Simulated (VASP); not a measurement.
# FeGe (P6/mmm) in VASP: single point with PBE

Aim: the single point of FeGe with PBE.

Program: VASP 6.6.1. These are calculated values, not measurements. Logs are shortened: lines on timing, memory, paths and dates and some standing lists are left out, and cuts for length are marked.

### Step 1. The cell of the first run

Symmetry: P6/mmm, No. 191, hexagonal system. The conventional cell has a = 4.958 Å, b = 4.958 Å, c = 4.058 Å, α = 90.00°, β = 90.00°, γ = 120.00°. Fe (site symmetry mmm) has 4 Fe at 2.48 Å and 6 Ge at 2.48 Å within 3.3 Å. Within 3.3 Å of Ge (site symmetry 6/mmm) lie 6 Fe at 2.48 Å. Ge (site symmetry -6m2) has 6 Fe at 2.48 Å and 3 Ge at 2.86 Å within 3.3 Å.

### Step 2. Single point, PBE

Contents of INCAR:

```
PREC     = Accurate       # precision mode
ENCUT    = 600            # plane-wave cutoff, eV
EDIFF    = 1E-6           # SCF threshold, eV
ISMEAR   = 0              # smearing method
SIGMA    = 0.05           # smearing width, eV
LREAL    = F              # projectors in reciprocal space
LASPH    = T              # aspherical terms in the spheres
NELM     = 120            # most SCF steps
ALGO     = Normal         # electronic algorithm
ISIF     = 2              # what is computed and relaxed
LWAVE    = F              # write WAVECAR
LCHARG   = T              # write CHGCAR
GGA      = PE             # functional
LELF     = T              # ELF
LVHAR    = T            
NBANDS   = 42             # bands
GGA_COMPAT= F
```

Contents of KPOINTS:

```
Automatic mesh
0
Gamma
  10 10 10
```

Contents of POSCAR:

```
FeGe
1.0
    4.9576260674      0.0000000000      0.0000000000
   -2.4788130337      4.2934301168      0.0000000000
    0.0000000000      0.0000000000      4.0582041046
Fe Ge
3 3
Direct
    0.5000000000      0.0000000000      0.0000000000
    0.5000000000      0.5000000000      0.0000000000
    0.0000000000      0.5000000000      0.0000000000
    0.0000000000      0.0000000000      0.0000000000
    0.3333333333      0.6666666667      0.5000000000
    0.6666666667      0.3333333333      0.5000000000
```

Potentials or basis: VASP PAW PBE potentials, release 64 (Fe, Ge_d).

Run with:

```sh
cat potpaw_PBE.64/Fe/POTCAR potpaw_PBE.64/Ge_d/POTCAR > POTCAR
mpirun -np 1 vasp_std > vasp.out
```

OUTCAR:

```text
PREC = Accurate
   ENCUT = 600
   EDIFF = 1E-6
   ISMEAR = 0
   LREAL = F
   LASPH = T
   NELM = 120
   ISIF = 2
   GGA = PE

 ion  position               nearest neighbor table
   1  0.500  0.000  0.000-   2 2.48   3 2.48   2 2.48   3 2.48   4 2.48   4 2.48   6 2.48   5 2.48
                             6 2.48   5 2.48
   2  0.500  0.500  0.000-   1 2.48   4 2.48   1 2.48   4 2.48   3 2.48   3 2.48   6 2.48   5 2.48
                             6 2.48   5 2.48
   3  0.000  0.500  0.000-   1 2.48   4 2.48   4 2.48   1 2.48   2 2.48   2 2.48   6 2.48   5 2.48
                             6 2.48   5 2.48
   4  0.000  0.000  0.000-   2 2.48   3 2.48   3 2.48   2 2.48   1 2.48   1 2.48
   5  0.333  0.667  0.500-   1 2.48   1 2.48   3 2.48   3 2.48   2 2.48   2 2.48   6 2.86   6 2.86
                             6 2.86
   6  0.667  0.333  0.500-   1 2.48   1 2.48   3 2.48   3 2.48   2 2.48   2 2.48   5 2.86   5 2.86
                             5 2.86

  LATTYP: Found a hexagonal cell.
 ALAT       =     4.9576260674
 C/A-ratio  =     0.8185780955

  Lattice vectors:

 A1 = (   4.9576260674,   0.0000000000,   0.0000000000)
 A2 = (  -2.4788130337,   4.2934301168,   0.0000000000)
 A3 = (   0.0000000000,   0.0000000000,   4.0582041046)

Analysis of symmetry for initial positions (statically):
=====================================================================
 Subroutine PRICEL returns:
 Original cell was already a primitive cell.

 Routine SETGRP: Setting up the symmetry group for a
 hexagonal supercell.

 Subroutine GETGRP returns: Found 24 space group operations
 (whereof 24 operations were pure point group operations)
 out of a pool of 24 trial point group operations.

The static configuration has the point symmetry D_6h.

Analysis of symmetry for dynamics (positions and initial velocities):
=====================================================================
 Subroutine PRICEL returns:
 Original cell was already a primitive cell.

 Routine SETGRP: Setting up the symmetry group for a
 hexagonal supercell.

 Subroutine GETGRP returns: Found 24 space group operations
 (whereof 24 operations were pure point group operations)
 out of a pool of 24 trial point group operations.

The dynamic configuration has the point symmetry D_6h.

 Subroutine INISYM returns: Found 24 space group operations
 (whereof 24 operations are pure point group operations),
 and found     1 'primitive' translations

----------------------------------------------------------------------------------------

                                     Primitive cell

  volume of cell :      86.3798

  direct lattice vectors                    reciprocal lattice vectors
     4.957626067  0.000000000  0.000000000     0.201709444  0.116457002  0.000000000
    -2.478813034  4.293430117  0.000000000     0.000000000  0.232914004  0.000000000
     0.000000000  0.000000000  4.058204105     0.000000000  0.000000000  0.246414417

  length of vectors
     4.957626067  4.957626067  4.058204105     0.232914004  0.232914004  0.246414417

  position of ions in fractional coordinates (direct lattice)
     0.500000000  0.000000000  0.000000000
     0.500000000  0.500000000  0.000000000
     0.000000000  0.500000000  0.000000000
     0.000000000  0.000000000  0.000000000
     0.333333333  0.666666667  0.500000000
     0.666666667  0.333333333  0.500000000

  ion indices of the primitive-cell ions
   primitive index   ion index
                 1           1
                 2           2
                 3           3
                 4           4
                 5           5
                 6           6

----------------------------------------------------------------------------------------

 KPOINTS: Automatic mesh

Automatic generation of k-mesh.
 Grid dimensions read from file:
 generate k-points for:   10   10   10

 Generating k-lattice:

  Cartesian coordinates                     Fractional coordinates (reciprocal lattice)
     0.020170944  0.011645700  0.000000000     0.100000000  0.000000000  0.000000000
     0.000000000  0.023291400  0.000000000     0.000000000  0.100000000  0.000000000
     0.000000000  0.000000000  0.024641442     0.000000000  0.000000000  0.100000000

  Length of vectors
     0.023291400  0.023291400  0.024641442

  Shift w.r.t. Gamma in fractional coordinates (k-lattice)
     0.000000000  0.000000000  0.000000000

 Subroutine IBZKPT returns following result:
 ===========================================

 Found     84 irreducible k-points:

 Following reciprocal coordinates:
            Coordinates               Weight
  0.000000  0.000000  0.000000      1.000000
  0.100000 -0.000000  0.000000      6.000000
  0.200000 -0.000000  0.000000      6.000000
  0.300000  0.000000  0.000000      6.000000
  0.400000  0.000000  0.000000      6.000000
  0.500000  0.000000  0.000000      3.000000
[... 16 lines left out ...]
  0.300000  0.100000  0.100000     24.000000
  0.400000  0.100000  0.100000     24.000000
 [... further k-points ...]
   k-points           NKPTS =     84   k-points in BZ     NKDIM =     84   number of bands    NBANDS=     42
   number of dos      NEDOS =    301   number of ions     NIONS =      6
   total plane-waves  NPLWV =  51200
   dimension x,y,z NGX =    40 NGY =   40 NGZ =   32
   dimension x,y,z NGXF=    80 NGYF=   80 NGZF=   64
   ions per type =               3   3
   NGX,Y,Z   is equivalent  to a cutoff of  13.41, 13.41, 13.11 a.u.
   NGXF,Y,Z  is equivalent  to a cutoff of  26.83, 26.83, 26.22 a.u.
 SYSTEM =  unknown system
   PREC   = accura    normal or accurate (medium, high low for compatibility)
   ISTART =      0    job   : 0-new  1-cont  2-samecut
   ICHARG =      2    charge: 1-file 2-atom 10-const
   ISPIN  =      1    spin polarized calculation?
   LNONCOLLINEAR =      F non collinear calculations
   LSORBIT =      F    spin-orbit coupling
   LASPH  =      T    aspherical Exc in radial PAW
   ENCUT  =  600.0 eV  44.10 Ry    6.64 a.u.   9.90  9.90  8.11*2*pi/ulx,y,z
   NELM   =    120;   NELMIN=  2; NELMDL= -5     # of ELM steps
   EDIFF  = 0.1E-05   stopping-criterion for ELM
   LREAL  =      F    real-space projection
   EDIFFG = 0.1E-04   stopping-criterion for IOM
   NSW    =      0    number of steps for IOM
   IBRION =     -1    ionic relax: 0-MD 1-quasi-New 2-CG
   NFREE  =      0    steps in history (QN), initial steepest desc. (CG)
   ISIF   =      2    stress and relaxation
   ISYM   =      2    0-nonsym 1-usesym 2-fastsym
   POTIM  = 0.5000    time-step for ionic-motion
   TEBEG  =    0.0;   TEEND  =   0.0 temperature during run
   PSTRESS=    0.0 pullay stress
   NELECT =      66.0000    total number of electrons
   NUPDOWN=      -1.0000    fix difference up-down
   EMIN   =  10.00;   EMAX   =-10.00  energy-range for DOS
   EFERMI =   0.00;   METHOD = LEGACY
   ISMEAR =     0;   SIGMA  =   0.05  broadening in eV -4-tet -1-fermi 0-gaus
   EFERMI_NEDOS =   21; number of points for ismear=-14 and -15
   IALGO  =     38    algorithm
   IMIX   =      4    mixing-type and parameters
     AMIX     =   0.40;   BMIX     =  1.00
     AMIX_MAG =   1.60;   BMIX_MAG =  1.00
  volume/ion in A,a.u.               =      14.40        97.15
  Fermi-wavevector in a.u.,A,eV,Ry     =   1.496645  2.828249 30.476318  2.239946
  Thomas-Fermi vector in A             =   2.608635
   LORBIT       =      0    0 simple, 1 ext, 2 COOP (PROOUT), +10 PAW based schemes
   GGA     = PE    functional components
   LHFCALC =     F    Hartree Fock is set to
   AEXX    =    0.0000 exact exchange contribution
   IVDW    =     0    specifies the selected vdW correction
   LEPSILON=     F    determine dielectric tensor
   LRPA    =     F    only Hartree local field effects (RPA)
 non-spin polarized calculation
 Gauss-broadening in eV      SIGMA  =   0.05
  energy-cutoff  :      600.00
  volume of cell :       86.38
 maximum number of plane-waves:      2916
 NGX is ok and might be reduce to    40
   NGX = 19   NGY = 19   NGZ = 17

 number of electron      65.9999964 magnetization

 Free energy of the ion-electron system (eV)
  ---------------------------------------------------
  ext. energy  EPLUGINS =         0.00000000
  ---------------------------------------------------
  free energy    TOTEN  =       -38.29780297 eV

  energy without entropy =      -38.27277626  energy(sigma->0) =      -38.28528962

 E-fermi :   6.7533     XC(G=0): -12.0820

 val. band max:        6.7521904228   @ k =   0.3000   0.1000   0.0000
 cond. band min:       6.7574583714   @ k =   0.1000   0.1000   0.0000
 fundamental gap:      0.0052679486
 Fermi energy:         6.7533168979

 k-point     1 :       0.0000    0.0000    0.0000
  band No.  band energies     occupation
      1     -18.0357      2.00000
      2     -17.9542      2.00000
      3     -17.9542      2.00000
      4     -17.8569      2.00000
      5     -17.8569      2.00000
      6     -17.8120      2.00000
[... 34 lines left out ...]
     41      11.3185      0.00000
     42      11.3185      0.00000

 k-point     2 :       0.1000   -0.0000    0.0000
  band No.  band energies     occupation
      1     -18.0354      2.00000
      2     -17.9542      2.00000
      3     -17.9541      2.00000
      4     -17.8600      2.00000
      5     -17.8582      2.00000
      6     -17.8131      2.00000
[... 34 lines left out ...]
     41      11.0639      0.00000
     42      11.3719      0.00000

 k-point     3 :       0.2000   -0.0000    0.0000
  band No.  band energies     occupation
      1     -18.0346      2.00000
      2     -17.9543      2.00000
      3     -17.9538      2.00000
      4     -17.8666      2.00000
      5     -17.8618      2.00000
      6     -17.8145      2.00000
[... 897 lines left out ...]
      4     -17.8795      2.00000
      5     -17.8633      2.00000
      6     -17.8190      2.00000
[... 34 lines left out ...]
     41      10.5266      0.00000
     42      11.6414      0.00000

 k-point    24 :       0.4000    0.1000    0.1000
  band No.  band energies     occupation
      1     -18.0322      2.00000
      2     -17.9544      2.00000
      3     -17.9530      2.00000
      4     -17.8831      2.00000
      5     -17.8646      2.00000
      6     -17.8195      2.00000
[... 34 lines left out ...]
     41      11.0321      0.00000
     42      11.6543      0.00000

 [... further k-points ...]

------------------------ aborting loop because EDIFF is reached ----------------------------------------

  FORCE on cell =-STRESS in cart. coord.  units (eV):
  Direction    XX          YY          ZZ          XY          YZ          ZX
  --------------------------------------------------------------------------------------
  -------------------------------------------------------------------------------------
  Total        0.1039083      0.1039083     -4.7177263      0.0000000      0.0000000      0.0000000
  in kB        1.9272984      1.9272984    -87.5046792      0.0000000      0.0000000      0.0000000
  external PRESSURE =     -27.8833608 kB  Pullay stress =       0.0000000 kB

 VOLUME and BASIS-vectors are now :
 -----------------------------------------------------------------------------
  energy-cutoff  :      600.00
  volume of cell :       86.38
      direct lattice vectors                 reciprocal lattice vectors
     4.957626067  0.000000000  0.000000000     0.201709444  0.116457002  0.000000000
    -2.478813034  4.293430117  0.000000000     0.000000000  0.232914004  0.000000000
     0.000000000  0.000000000  4.058204105     0.000000000  0.000000000  0.246414417

 POSITION                                       TOTAL-FORCE (eV/Angst)
 -----------------------------------------------------------------------------------
      2.47881      0.00000      0.00000        -0.000000      0.000000      0.000000
      1.23941      2.14672      0.00000        -0.000000      0.000000      0.000000
     -1.23941      2.14672      0.00000        -0.000000      0.000000      0.000000
      0.00000      0.00000      0.00000        -0.000000      0.000000      0.000000
     -0.00000      2.86229      2.02910         0.000000      0.000000     -0.000000
      2.47881      1.43114      2.02910        -0.000000      0.000000      0.000000
 -----------------------------------------------------------------------------------
    total drift:                               -0.000000      0.000000     -0.000000

  FREE ENERGIE OF THE ION-ELECTRON SYSTEM (eV)
  ---------------------------------------------------
  free  energy   TOTEN  =       -38.2978029733 eV

  energy  without entropy=      -38.2727762569  energy(sigma->0) =      -38.28528962
```

Run time: 5.4 min. Hardware: 1 thread of Oxide Virtual Turin-like, shared host; peak memory 0.39 GiB.

What came out:

```
Free energy            : -38.2978 eV
Pressure               : -2.8 GPa
Band gap on the k mesh : zero (bands 33 and 34 overlap by 0.57 eV)
```

Stress tensor (GPa, compression positive):
```
 0.19  0.00  0.00
 0.00  0.19  0.00
 0.00  0.00 -8.75
```

Caveat: the stress differs along the axes, from -9 to 0 GPa; the run has no spin polarisation, though such a crystal can be magnetic. Spin polarisation is off, so any magnetic state and its effect on volume and gap are missing.
